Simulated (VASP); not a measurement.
Wanted: the native input for a VASP 6.6.1 run.

```
Task                   : single point
Functional             : PBE
Potentials or basis    : VASP PAW PBE potentials, release 64 (Si)
Cutoff                 : 520 eV
k mesh                 : 6 × 6 × 6
Occupations            : gaussian, width 0.01 eV
Spin                   : no spin polarisation
Dipole correction      : no
Further INCAR settings : ALGO = Normal; EDIFF = 1e-06; NBANDS = 11
```

The structure of Si lies in POSCAR:

```
Si
1.0
    0.0000000000      2.7886888122      2.7886888122
    2.7886888122      0.0000000000      2.7886888122
    2.7886888122      2.7886888122      0.0000000000
Si
2
Direct
    0.2500000000      0.2500000000      0.2500000000
    0.0000000000      0.0000000000      0.0000000000
```

This cell differs from its parent crystal: volume changed by +6%.

The input as run:

INCAR

```
SYSTEM = Si
PREC = Accurate
ENCUT = 520
EDIFF = 1E-6
ISMEAR = 0
SIGMA = 0.01
LREAL = .FALSE.
LASPH = .TRUE.
NELM = 60
ALGO = Normal
ISIF = 2
LWAVE = .FALSE.
LCHARG = .FALSE.
GGA = PE
NBANDS = 11
```

KPOINTS

```
regular mesh
0
G
  6 6 6
  0 0 0
```

Potentials or basis: VASP PAW PBE potentials, release 64 (Si).

Launch:

```sh
$ cat potpaw_PBE.64/Si/POTCAR > POTCAR
$ mpirun -np 1 vasp_std > vasp.out
```

Results of the run:

| Property | Result |
| --- | --- |
| Pressure | -4.6 GPa |
| Band gap on the k mesh | 0.83 eV, indirect (least direct gap 2.39 eV) |

Run time: 9.3 s on 1 thread of Intel(R) Xeon(R) Platinum 8259CL CPU @ 2.50GHz (Skylake/Cascade Lake) (shared host), peak memory 0.15 GiB.
